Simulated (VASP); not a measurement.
# Cu3B in VASP: further runs, part 2 of 2

VASP 6.6.1.

## Step 4: Single point, PBE

This run uses another cell than the first one, of 10.42 Å³/atom.

Input file INCAR:

```
  PREC = Accurate
  ENCUT = 600
  EDIFF = 1E-6
  ISMEAR = 0
  SIGMA = 0.2
  LREAL = F
  LASPH = T
  NELM = 120
  ALGO = Normal
  ISIF = 2
  LWAVE = F
  LCHARG = F
  GGA = PE
  NBANDS = 26
  GGA_COMPAT = F
```

Input file KPOINTS:

```
Automatic mesh
0
Gamma
  5 5 6
```

Input file POSCAR:

```
Cu3B
1.0
    3.4620608930      0.0000000000      0.0000000000
    0.0000000000      3.4620608930      0.0000000000
    0.0000000000      0.0000000000      3.4768772536
Cu B
3 1
Direct
    0.5000000000      0.0000000000      1.1447723426
    0.0000000000      0.5000000000      1.1447723426
    0.5000000000      0.5000000000      0.6448719240
    0.0000000000      0.0000000000      0.6470737407
```

Potentials or basis: VASP PAW PBE potentials, release 64 (Cu, B).

The run is started by

```bash
$ cat potpaw_PBE.64/Cu/POTCAR potpaw_PBE.64/B/POTCAR > POTCAR
$ mpirun -np 1 vasp_std > vasp.out
```

OUTCAR:

```text
PREC = Accurate
   ENCUT = 600
   EDIFF = 1E-6
   ISMEAR = 0
   LREAL = F
   LASPH = T
   NELM = 120
   ISIF = 2
   GGA = PE

 ion  position               nearest neighbor table
   1  0.500  0.000  0.145-   4 2.45   4 2.45   2 2.45   2 2.45   2 2.45   2 2.45   3 2.45   3 2.45
                             3 2.45   3 2.45   4 2.46   4 2.46
   2  0.000  0.500  0.145-   4 2.45   4 2.45   1 2.45   1 2.45   1 2.45   1 2.45   3 2.45   3 2.45
                             3 2.45   3 2.45   4 2.46   4 2.46
   3  0.500  0.500  0.645-   4 2.45   4 2.45   4 2.45   4 2.45   2 2.45   2 2.45   1 2.45   1 2.45
[... 899 lines left out ...]
  --------------------------------------------------------------------------------------
  -------------------------------------------------------------------------------------
  Total        0.1617786      0.1617786      0.1298109      0.0000000      0.0000000      0.0000000
  in kB        6.2197482      6.2197482      4.9907164      0.0000000      0.0000000      0.0000000
  external PRESSURE =       5.8100710 kB  Pullay stress =       0.0000000 kB

 VOLUME and BASIS-vectors are now :
 -----------------------------------------------------------------------------
  energy-cutoff  :      600.00
  volume of cell :       41.67
      direct lattice vectors                 reciprocal lattice vectors
     3.462060893  0.000000000  0.000000000     0.288845295  0.000000000  0.000000000
     0.000000000  3.462060893  0.000000000     0.000000000  0.288845295  0.000000000
     0.000000000  0.000000000  3.476877254     0.000000000  0.000000000  0.287614410

 POSITION                                       TOTAL-FORCE (eV/Angst)
 -----------------------------------------------------------------------------------
      1.73103      0.00000      0.50336         0.000000      0.000000      0.003919
      0.00000      1.73103      0.50336        -0.000000      0.000000      0.003919
      1.73103      1.73103      2.24214         0.000000     -0.000000      0.000605
      0.00000      0.00000      2.24980         0.000000      0.000000     -0.008443
 -----------------------------------------------------------------------------------
    total drift:                                0.000000     -0.000000     -0.001796

  FREE ENERGIE OF THE ION-ELECTRON SYSTEM (eV)
  ---------------------------------------------------
  free  energy   TOTEN  =       -16.1347114569 eV

  energy  without entropy=      -16.0963578285  energy(sigma->0) =      -16.11553464
```

stdout:

```text
POSCAR found type information on POSCAR CuB
 POSCAR found :  2 types and       4 ions
 scaLAPACK will be used
 LDA part: xc-table for (Slater+PW92), standard interpolation
 POSCAR, INCAR and KPOINTS ok, starting setup
 FFT: planning ... GRIDC
 FFT: planning ... GRID_SOFT
 FFT: planning ... GRID
 WAVECAR not read
 entering main loop
```

Run time: 39 s. Hardware: 1 thread of Intel Xeon 8259CL, shared host; peak memory 0.17 GiB.

What came out:

* Free energy: -16.1347 eV
* Pressure: 0.6 GPa
* Largest force: 0.008 eV/Å
* Band gap on the k mesh: zero (bands 18 and 19 overlap by 3.44 eV)

Forces in eV/Å, atoms in the order of the input:
```
Cu   0.000  0.000  0.004
Cu   0.000  0.000  0.004
Cu   0.000  0.000  0.001
B    0.000  0.000 -0.008
```

Stress tensor (GPa, compression positive):
```
0.62 0.00 0.00
0.00 0.62 0.00
0.00 0.00 0.50
```

Caveat: the k points lie up to 0.36 Å⁻¹ apart, too coarse for converged energies and pressures of a metal.

## Step 5: Single point, PBE

This run uses another cell than the first one, of 15.11 Å³/atom.

Input file INCAR:

```
SYSTEM = Cu3B
PREC = Accurate
ENCUT = 600
EDIFF = 1E-6
ISMEAR = 0
SIGMA = 0.2
LREAL = .FALSE.
LASPH = .TRUE.
NELM = 120
ALGO = Normal
ISIF = 2
LWAVE = .FALSE.
LCHARG = .TRUE.
GGA = PE
LELF = .TRUE.
LVHAR = .TRUE.
NBANDS = 26
GGA_COMPAT = .FALSE.
```

Input file KPOINTS:

```
regular mesh
0
G
  5 5 5
  0 0 0
```

Input file POSCAR:

```
Cu3B
1.0
    3.9232466882      0.0000000000      0.0000000000
    0.0000000000      3.9232466882      0.0000000000
    0.0000000000      0.0000000000      3.9264427003
Cu B
3 1
Direct
    0.5000000000      0.0000000000      0.9777056154
    0.0000000000      0.5000000000      0.9777056154
    0.5000000000      0.5000000000      0.4784242577
    0.5000000000      0.5000000000     -0.0214520684
```

Potentials or basis: VASP PAW PBE potentials, release 64 (Cu, B).

The run is started by

```bash
$ cat potpaw_PBE.64/Cu/POTCAR potpaw_PBE.64/B/POTCAR > POTCAR
$ mpirun -np 1 vasp_std > vasp.out
```

OUTCAR:

```text
SYSTEM = Cu3B
   PREC = Accurate
   ENCUT = 600
   EDIFF = 1E-6
   ISMEAR = 0
   LREAL = .FALSE.
   LASPH = .TRUE.
   NELM = 120
   ISIF = 2
   GGA = PE

 ion  position               nearest neighbor table
   1  0.500  0.000  0.978-   4 1.96   4 1.96   3 2.77   3 2.77   2 2.77   2 2.77   2 2.77   2 2.77
                             3 2.78   3 2.78
   2  0.000  0.500  0.978-   4 1.96   4 1.96   3 2.77   3 2.77   1 2.77   1 2.77   1 2.77   1 2.77
                             3 2.78   3 2.78
   3  0.500  0.500  0.478-   4 1.96   4 1.96   2 2.77   1 2.77   1 2.77   2 2.77   1 2.78   1 2.78
                             2 2.78   2 2.78
   4  0.500  0.500  0.979-   1 1.96   2 1.96   1 1.96   2 1.96   3 1.96   3 1.96

[... 716 lines left out ...]
  -------------------------------------------------------------------------------------
  Total        0.2287156      0.2287156      0.1651270      0.0000000      0.0000000     -0.0000000
  in kB        6.0633947      6.0633947      4.3776212      0.0000000      0.0000000     -0.0000000
  external PRESSURE =       5.5014702 kB  Pullay stress =       0.0000000 kB

 VOLUME and BASIS-vectors are now :
 -----------------------------------------------------------------------------
  energy-cutoff  :      600.00
  volume of cell :       60.44
      direct lattice vectors                 reciprocal lattice vectors
     3.923246688  0.000000000  0.000000000     0.254890931  0.000000000  0.000000000
     0.000000000  3.923246688  0.000000000     0.000000000  0.254890931  0.000000000
     0.000000000  0.000000000  3.926442700     0.000000000  0.000000000  0.254683457

 POSITION                                       TOTAL-FORCE (eV/Angst)
 -----------------------------------------------------------------------------------
      1.96162      0.00000      3.83891         0.000000      0.000000      0.000867
      0.00000      1.96162      3.83891        -0.000000      0.000000      0.000867
      1.96162      1.96162      1.87851        -0.000000     -0.000000      0.001364
      1.96162      1.96162      3.84221        -0.000000      0.000000     -0.003098
 -----------------------------------------------------------------------------------
    total drift:                                0.000000      0.000000      0.000061

  FREE ENERGIE OF THE ION-ELECTRON SYSTEM (eV)
  ---------------------------------------------------
  free  energy   TOTEN  =       -15.8066331679 eV

  energy  without entropy=      -15.7773471698  energy(sigma->0) =      -15.79199017
```

OSZICAR:

```text
N       E                     dE             d eps       ncg     rms          rms(c)
DAV:   1     0.280910288462E+03    0.28091E+03   -0.17827E+04   936   0.233E+03
DAV:   2     0.355239140513E+01   -0.27736E+03   -0.26543E+03   936   0.365E+02
DAV:   3    -0.216327645628E+02   -0.25185E+02   -0.24011E+02  1140   0.148E+02
DAV:   4    -0.224674737274E+02   -0.83471E+00   -0.82641E+00  1262   0.290E+01
DAV:   5    -0.224799416774E+02   -0.12468E-01   -0.12459E-01  1186   0.290E+00    0.192E+01
DAV:   6    -0.201432611145E+02    0.23367E+01   -0.56348E+01  1144   0.183E+02    0.136E+01
DAV:   7    -0.158014013648E+02    0.43419E+01   -0.16245E+01  1130   0.904E+01    0.150E+00
DAV:   8    -0.158288799129E+02   -0.27479E-01   -0.68920E-01  1374   0.876E+00    0.127E+00
DAV:   9    -0.158088214715E+02    0.20058E-01   -0.49195E-02  1224   0.602E+00    0.318E-01
DAV:  10    -0.158077524433E+02    0.10690E-02   -0.73963E-03  1344   0.287E+00    0.226E-01
DAV:  11    -0.158065507120E+02    0.12017E-02   -0.39324E-03  1416   0.156E+00    0.291E-02
DAV:  12    -0.158066332328E+02   -0.82521E-04   -0.57599E-04  1044   0.216E-01    0.267E-02
DAV:  13    -0.158066305782E+02    0.26547E-05   -0.46648E-05  1300   0.123E-01    0.713E-03
DAV:  14    -0.158066332548E+02   -0.26766E-05   -0.62969E-06  1148   0.710E-02    0.333E-03
DAV:  15    -0.158066331679E+02    0.86965E-07   -0.13738E-06   806   0.225E-02
   1 F= -.15806633E+02 E0= -.15791990E+02  d E =-.292860E-01
```

stdout:

```text
POSCAR found type information on POSCAR CuB
 POSCAR found :  2 types and       4 ions
 scaLAPACK will be used
 LDA part: xc-table for (Slater+PW92), standard interpolation
 POSCAR, INCAR and KPOINTS ok, starting setup
 FFT: planning ... GRIDC
 FFT: planning ... GRID_SOFT
 FFT: planning ... GRID
 WAVECAR not read
 entering main loop
```

Run time: 38 s. Hardware: 1 thread of Intel Xeon 8259CL, shared host; peak memory 0.18 GiB.

What came out:

```yaml
Free_energy: -15.8066 eV
Pressure: 0.6 GPa
Largest_force: 0.003 eV/Å
Band_gap_on_the_k_mesh: zero (bands 18 and 19 overlap by 1.76 eV)
```

Forces in eV/Å, atoms in the order of the input:
```
Cu   0.000  0.000  0.001
Cu   0.000  0.000  0.001
Cu   0.000  0.000  0.001
B    0.000  0.000 -0.003
```

## Step 6: Overview

| cell | k mesh | smearing | gap on the mesh (eV) | pressure (GPa) |
| --- | --- | --- | --- | --- |
| a = 3.463 Å, 4 atoms, atomic positions A | 6 × 6 × 6 | gaussian 0.2 eV | none | 0.9 |
| a = 3.463 Å, 4 atoms, atomic positions A | 6 × 6 × 6 | gaussian 0.1 eV | none | 0.8 |
| a = 3.462, b = 3.462, c = 3.477 Å, 4 atoms, atomic positions A | 5 × 5 × 6 | gaussian 0.2 eV | none | 0.6 |
| a = 3.923, b = 3.923, c = 3.926 Å, 4 atoms, atomic positions B | 5 × 5 × 5 | gaussian 0.2 eV | none | 0.6 |

Alike in all rows: task single point; level PBE; potentials or basis VASP PAW PBE potentials, release 64 (Cu, B); no spin polarisation; cutoff (eV) 600.

Caveats: some runs use coarse meshes.

Total energies depend on the potentials used, so only differences within one code and one set of settings carry meaning.
